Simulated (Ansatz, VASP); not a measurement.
One calculation of BiTe, two programs

```
Bi Te
1.0
     0.00000    3.17030    3.23500
     3.17030    0.00000    3.23500
     3.17030    3.17030    0.00000
Bi Te
1 1
Direct
  0.00000 0.00000 0.00000
  0.50000 0.50000 0.50000
```

Alike in both runs: functional PBE; k mesh 6 × 6 × 6; occupations fermi-dirac, width 0.05 eV; no spin polarisation.

```csv
,VASP,Ansatz
version,VASP 6.6.1,Ansatz 0.2.0
potentials or method,"VASP PAW PBE potentials, release 64 (Bi_d, Te)",Ansatz PAW
plane-wave cutoff (eV),500,420
valence electrons in the cell,21,31
task,single point,band structure
```

```csv
,VASP,Ansatz,Ansatz less VASP
gap on the k mesh at the Fermi level (eV),none,none,-
pressure (GPa),3.1,3.1,+0.06
"traceless stress, the component that is largest in VASP (GPa)",-0.74,-0.74,0.000
```

A gap of «none» marks a metal or a gap that the smearing closes. VASP's potentials hold 21 valence electrons a cell and Ansatz's 31, so a difference there can come from the potentials and not from the codes.

Neither program's run includes spin-orbit coupling.
